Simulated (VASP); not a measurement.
# NaOs2 (P-3m1) in VASP: a series of runs

NaOs2 is run at these levels: PBE; tasks: single point, relaxation of cell and atoms.

Program: VASP 6.6.1. These are calculated values, not measurements. Logs are shortened: lines on timing, memory, paths and dates and some standing lists are left out, and cuts for length are marked.

## (1) The cell of the first run

It takes space group P-3m1 (No. 164, trigonal). Conventional cell: a = 2.760 Å, b = 2.760 Å, c = 7.580 Å, α = 90.00°, β = 90.00°, γ = 120.00°. Within 3.6 Å of Na (site symmetry -3m) lie 6 Na at 2.76 Å and 6 Os at 3.20 Å. Within 3.4 Å of Os (site symmetry 3m) lie 9 Os at 2.59 to 2.76 Å and 3 Na at 3.20 Å.

## (2) Single point, PBE

INCAR reads:

```
  PREC = Accurate
  ENCUT = 520
  EDIFF = 1E-7
  ISMEAR = 0
  SIGMA = 0.1
  LREAL = False
  LASPH = True
  NELM = 100
  ALGO = Normal
  ISIF = 2
  LWAVE = False
  LCHARG = True
  GGA = PE
  LELF = True
  LVHAR = True
  NBANDS = 18
```

KPOINTS reads:

```
regular mesh
0
Gamma
  18 18 6
```

POSCAR reads:

```
NaOs2
1.0
    2.7604078533      0.0000000000      0.0000000000
   -1.3802039266      2.3905833258      0.0000000000
    0.0000000000      0.0000000000      7.5798088748
Na Os
1 2
Direct
    0.0000000000      0.0000000000      0.0000000000
    0.3333333333      0.6666666667      0.6342705322
    0.6666666667      0.3333333333      0.3657294678
```

Potentials or basis: VASP PAW PBE potentials, release 64 (Na_pv, Os).

Launch:

```bash
$ cat potpaw_PBE.64/Na_pv/POTCAR potpaw_PBE.64/Os/POTCAR > POTCAR
$ mpirun -np 1 vasp_std > vasp.out
```

OUTCAR:

```text
PREC = Accurate
   ENCUT = 520
   EDIFF = 1E-7
   ISMEAR = 0
   LREAL = False
   LASPH = True
   NELM = 100
   ISIF = 2
   GGA = PE

 ion  position               nearest neighbor table
   1  0.000  0.000  0.000-
   2  0.333  0.667  0.634-   3 2.59   3 2.59   3 2.59
   3  0.667  0.333  0.366-   2 2.59   2 2.59   2 2.59

  LATTYP: Found a hexagonal cell.
 ALAT       =     2.7604078533
 C/A-ratio  =     2.7459017934

  Lattice vectors:

 A1 = (   2.7604078533,   0.0000000000,   0.0000000000)
 A2 = (  -1.3802039266,   2.3905833258,   0.0000000000)
 A3 = (   0.0000000000,   0.0000000000,   7.5798088748)

Analysis of symmetry for initial positions (statically):
=====================================================================
 Subroutine PRICEL returns:
 Original cell was already a primitive cell.

 Routine SETGRP: Setting up the symmetry group for a
 hexagonal supercell.

 Subroutine GETGRP returns: Found 12 space group operations
 (whereof 12 operations were pure point group operations)
 out of a pool of 24 trial point group operations.

The static configuration has the point symmetry D_3d.

Analysis of symmetry for dynamics (positions and initial velocities):
=====================================================================
 Subroutine PRICEL returns:
 Original cell was already a primitive cell.

 Routine SETGRP: Setting up the symmetry group for a
 hexagonal supercell.

 Subroutine GETGRP returns: Found 12 space group operations
 (whereof 12 operations were pure point group operations)
 out of a pool of 24 trial point group operations.

The dynamic configuration has the point symmetry D_3d.

 Subroutine INISYM returns: Found 12 space group operations
 (whereof 12 operations are pure point group operations),
 and found     1 'primitive' translations

----------------------------------------------------------------------------------------

                                     Primitive cell

  volume of cell :      50.0190

  direct lattice vectors                    reciprocal lattice vectors
     2.760407853  0.000000000  0.000000000     0.362265308  0.209153973  0.000000000
    -1.380203927  2.390583326  0.000000000     0.000000000  0.418307946  0.000000000
     0.000000000  0.000000000  7.579808875     0.000000000  0.000000000  0.131929448

  length of vectors
     2.760407853  2.760407853  7.579808875     0.418307946  0.418307946  0.131929448

  position of ions in fractional coordinates (direct lattice)
     0.000000000  0.000000000  0.000000000
     0.333333333  0.666666667  0.634270532
     0.666666667  0.333333333  0.365729468

  ion indices of the primitive-cell ions
   primitive index   ion index
                 1           1
                 2           2
                 3           3

----------------------------------------------------------------------------------------

 KPOINTS: regular mesh

Automatic generation of k-mesh.
 Grid dimensions read from file:
 generate k-points for:   18   18    6

 Generating k-lattice:

  Cartesian coordinates                     Fractional coordinates (reciprocal lattice)
     0.020125850  0.011619665  0.000000000     0.055555556  0.000000000  0.000000000
     0.000000000  0.023239330  0.000000000     0.000000000  0.055555556  0.000000000
     0.000000000  0.000000000  0.021988241     0.000000000  0.000000000  0.166666667

  Length of vectors
     0.023239330  0.023239330  0.021988241

  Shift w.r.t. Gamma in fractional coordinates (k-lattice)
     0.000000000  0.000000000  0.000000000

 Subroutine IBZKPT returns following result:
 ===========================================

 Found    202 irreducible k-points:

 Following reciprocal coordinates:
            Coordinates               Weight
  0.000000  0.000000  0.000000      1.000000
  0.055556  0.000000  0.000000      6.000000
  0.111111  0.000000  0.000000      6.000000
  0.166667  0.000000  0.000000      6.000000
  0.222222  0.000000  0.000000      6.000000
  0.277778  0.000000  0.000000      6.000000
[... 16 lines left out ...]
  0.333333  0.111111  0.000000     12.000000
  0.388889  0.111111  0.000000     12.000000
 [... further k-points ...]
   k-points           NKPTS =    202   k-points in BZ     NKDIM =    202   number of bands    NBANDS=     18
   number of dos      NEDOS =    301   number of ions     NIONS =      3
   total plane-waves  NPLWV =  32256
   dimension x,y,z NGX =    24 NGY =   24 NGZ =   56
   dimension x,y,z NGXF=    48 NGYF=   48 NGZF=  112
   ions per type =               1   2
   NGX,Y,Z   is equivalent  to a cutoff of  14.45, 14.45, 12.28 a.u.
   NGXF,Y,Z  is equivalent  to a cutoff of  28.91, 28.91, 24.56 a.u.
 SYSTEM =  unknown system
   PREC   = accura    normal or accurate (medium, high low for compatibility)
   ISTART =      0    job   : 0-new  1-cont  2-samecut
   ICHARG =      2    charge: 1-file 2-atom 10-const
   ISPIN  =      1    spin polarized calculation?
   LNONCOLLINEAR =      F non collinear calculations
   LSORBIT =      F    spin-orbit coupling
   LASPH  =      T    aspherical Exc in radial PAW
   ENCUT  =  520.0 eV  38.22 Ry    6.18 a.u.   5.13  5.13 14.09*2*pi/ulx,y,z
   NELM   =    100;   NELMIN=  2; NELMDL= -5     # of ELM steps
   EDIFF  = 0.1E-06   stopping-criterion for ELM
   LREAL  =      F    real-space projection
   EDIFFG = 0.1E-05   stopping-criterion for IOM
   NSW    =      0    number of steps for IOM
   IBRION =     -1    ionic relax: 0-MD 1-quasi-New 2-CG
   NFREE  =      0    steps in history (QN), initial steepest desc. (CG)
   ISIF   =      2    stress and relaxation
   ISYM   =      2    0-nonsym 1-usesym 2-fastsym
   POTIM  = 0.5000    time-step for ionic-motion
   TEBEG  =    0.0;   TEEND  =   0.0 temperature during run
   PSTRESS=    0.0 pullay stress
   NELECT =      23.0000    total number of electrons
   NUPDOWN=      -1.0000    fix difference up-down
   EMIN   =  10.00;   EMAX   =-10.00  energy-range for DOS
   EFERMI =   0.00;   METHOD = LEGACY
   ISMEAR =     0;   SIGMA  =   0.10  broadening in eV -4-tet -1-fermi 0-gaus
   EFERMI_NEDOS =   21; number of points for ismear=-14 and -15
   IALGO  =     38    algorithm
   IMIX   =      4    mixing-type and parameters
     AMIX     =   0.40;   BMIX     =  1.00
     AMIX_MAG =   1.60;   BMIX_MAG =  1.00
  volume/ion in A,a.u.               =      16.67       112.52
  Fermi-wavevector in a.u.,A,eV,Ry     =   1.263588  2.387836 21.723820  1.596656
  Thomas-Fermi vector in A             =   2.396938
   LORBIT       =      0    0 simple, 1 ext, 2 COOP (PROOUT), +10 PAW based schemes
   GGA     = PE    functional components
   LHFCALC =     F    Hartree Fock is set to
   AEXX    =    0.0000 exact exchange contribution
   IVDW    =     0    specifies the selected vdW correction
   LEPSILON=     F    determine dielectric tensor
   LRPA    =     F    only Hartree local field effects (RPA)
 non-spin polarized calculation
 Gauss-broadening in eV      SIGMA  =   0.10
  energy-cutoff  :      520.00
  volume of cell :       50.02
 maximum number of plane-waves:      1366
 NGX is ok and might be reduce to    24
   NGX = 11   NGY = 11   NGZ = 29

 number of electron      22.9999992 magnetization

 Free energy of the ion-electron system (eV)
  ---------------------------------------------------
  ext. energy  EPLUGINS =         0.00000000
  ---------------------------------------------------
  free energy    TOTEN  =       -22.12094519 eV

  energy without entropy =      -22.10479357  energy(sigma->0) =      -22.11286938

 E-fermi :   5.9966     XC(G=0): -11.5711

 val. band max:        5.9919069477   @ k =   0.2222   0.1111   0.5000
 cond. band min:       5.9971296545   @ k =   0.0000   0.3889   0.3333
 fundamental gap:      0.0052227068
 Fermi energy:         5.9965803816

 k-point     1 :       0.0000    0.0000    0.0000
  band No.  band energies     occupation
      1     -18.6467      2.00000
      2     -18.5966      2.00000
      3     -18.5966      2.00000
      4      -3.4208      2.00000
      5      -1.3923      2.00000
      6       2.1460      2.00000
[... 10 lines left out ...]
     17      10.5333      0.00000
     18      15.3076      0.00000

 k-point     2 :       0.0556    0.0000    0.0000
  band No.  band energies     occupation
      1     -18.6442      2.00000
      2     -18.6103      2.00000
      3     -18.5994      2.00000
      4      -3.3006      2.00000
      5      -1.2706      2.00000
      6       2.1840      2.00000
[... 10 lines left out ...]
     17      10.8313      0.00000
     18      15.3432      0.00000

 k-point     3 :       0.1111    0.0000    0.0000
  band No.  band energies     occupation
      1     -18.6497      2.00000
      2     -18.6370      2.00000
      3     -18.6076      2.00000
      4      -2.9526      2.00000
      5      -0.9233      2.00000
      6       2.2037      2.00000
[... 10 lines left out ...]
     17      11.5839      0.00000
     18      15.4325      0.00000

 k-point     4 :       0.1667    0.0000    0.0000
  band No.  band energies     occupation
      1     -18.7096      2.00000
      2     -18.6259      2.00000
      3     -18.6201      2.00000
      4      -2.4190      2.00000
      5      -0.4219      2.00000
      6       1.8378      2.00000
[... 10 lines left out ...]
     17      12.5626      0.00000
     18      15.5293      0.00000

 k-point     5 :       0.2222    0.0000    0.0000
  band No.  band energies     occupation
      1     -18.7821      2.00000
      2     -18.6353      2.00000
      3     -18.6123      2.00000
      4      -1.7864      2.00000
      5       0.0394      2.00000
      6       1.3722      2.00000
[... 10 lines left out ...]
     17      13.5854      0.00000
     18      15.5506      0.00000

 k-point     6 :       0.2778    0.0000    0.0000
  band No.  band energies     occupation
      1     -18.8582      2.00000
      2     -18.6516      2.00000
      3     -18.5978      2.00000
      4      -1.2034      2.00000
      5       0.1634      2.00000
      6       0.9734      2.00000
[... 10 lines left out ...]
     17      14.4221      0.00000
     18      15.1583      0.00000

 k-point     7 :       0.3333    0.0000    0.0000
  band No.  band energies     occupation
      1     -18.9288      2.00000
      2     -18.6668      2.00000
      3     -18.5842      2.00000
      4      -0.8362      2.00000
      5      -0.0129      2.00000
      6       0.6701      2.00000
[... 10 lines left out ...]
     17      13.9048      0.00000
     18      14.8576      0.00000

 k-point     8 :       0.3889    0.0000    0.0000
  band No.  band energies     occupation
      1     -18.9856      2.00000
      2     -18.6792      2.00000
      3     -18.5731      2.00000
      4      -0.7080      2.00000
      5      -0.2420      2.00000
      6       0.4388      2.00000
[... 10 lines left out ...]
     17      12.7051      0.00000
     18      14.3438      0.00000
[... 229 lines left out ...]
     17      13.0867      0.00000
     18      15.5694      0.00000

 k-point    20 :       0.1667    0.1111    0.0000
  band No.  band energies     occupation
      1     -18.8003      2.00000
      2     -18.6513      2.00000
      3     -18.6070      2.00000
      4      -1.4886      2.00000
      5       0.4258      2.00000
      6       1.3777      2.00000
[... 10 lines left out ...]
     17      14.0590      0.00000
     18      15.5547      0.00000

 k-point    21 :       0.2222    0.1111    0.0000
  band No.  band energies     occupation
      1     -18.8657      2.00000
      2     -18.6725      2.00000
      3     -18.5934      2.00000
      4      -0.8964      2.00000
      5       0.6028      2.00000
      6       0.9995      2.00000
[... 10 lines left out ...]
     17      14.8552      0.00000
     18      15.1470      0.00000

 k-point    22 :       0.2778    0.1111    0.0000
  band No.  band energies     occupation
      1     -18.9262      2.00000
      2     -18.6926      2.00000
      3     -18.5806      2.00000
      4      -0.5118      2.00000
      5       0.3786      2.00000
      6       0.7589      2.00000
[... 10 lines left out ...]
     17      13.9126      0.00000
     18      15.2859      0.00000

 k-point    23 :       0.3333    0.1111    0.0000
  band No.  band energies     occupation
      1     -18.9750      2.00000
      2     -18.7089      2.00000
      3     -18.5702      2.00000
      4      -0.3781      2.00000
      5       0.1183      2.00000
      6       0.5768      2.00000
[... 10 lines left out ...]
     17      12.7141      0.00000
     18      14.6413      0.00000

 k-point    24 :       0.3889    0.1111    0.0000
  band No.  band energies     occupation
      1     -19.0065      2.00000
      2     -18.7196      2.00000
      3     -18.5634      2.00000
      4      -0.3722      2.00000
      5      -0.0469      2.00000
      6       0.4457      2.00000
[... 10 lines left out ...]
     17      11.7868      0.00000
     18      13.6596      0.00000

 [... further k-points ...]

------------------------ aborting loop because EDIFF is reached ----------------------------------------

  FORCE on cell =-STRESS in cart. coord.  units (eV):
  Direction    XX          YY          ZZ          XY          YZ          ZX
  --------------------------------------------------------------------------------------
  -------------------------------------------------------------------------------------
  Total        0.0067172      0.0067172     -0.0710919      0.0000000      0.0000000      0.0000000
  in kB        0.2151603      0.2151603     -2.2771699      0.0000000      0.0000000      0.0000000
  external PRESSURE =      -0.6156164 kB  Pullay stress =       0.0000000 kB

 VOLUME and BASIS-vectors are now :
 -----------------------------------------------------------------------------
  energy-cutoff  :      520.00
  volume of cell :       50.02
      direct lattice vectors                 reciprocal lattice vectors
     2.760407853  0.000000000  0.000000000     0.362265308  0.209153973  0.000000000
    -1.380203927  2.390583326  0.000000000     0.000000000  0.418307946  0.000000000
     0.000000000  0.000000000  7.579808875     0.000000000  0.000000000  0.131929448

 POSITION                                       TOTAL-FORCE (eV/Angst)
 -----------------------------------------------------------------------------------
      0.00000      0.00000      0.00000        -0.000000      0.000000     -0.000000
     -0.00000      1.59372      4.80765         0.000000      0.000000     -0.017322
      1.38020      0.79686      2.77216        -0.000000     -0.000000      0.017322
 -----------------------------------------------------------------------------------
    total drift:                                0.000000     -0.000000     -0.000000

  FREE ENERGIE OF THE ION-ELECTRON SYSTEM (eV)
  ---------------------------------------------------
  free  energy   TOTEN  =       -22.1209451937 eV

  energy  without entropy=      -22.1047935727  energy(sigma->0) =      -22.11286938
```

It took 55 s on 1 thread of Intel Xeon 6975P-C (Granite Rapids), shared host; peak memory 0.3 GiB.

What came out:

```yaml
Free_energy: -22.1209 eV
Pressure: -0.1 GPa
Largest_force: 0.017 eV/Å
```

Forces on the atoms (eV/Å):
```
Na   0.000  0.000  0.000
Os   0.000  0.000 -0.017
Os   0.000  0.000  0.017
```

Caveat: spin-orbit coupling is left out, which moves the levels of the heavy elements.

(Continued in part 2 of 2.)
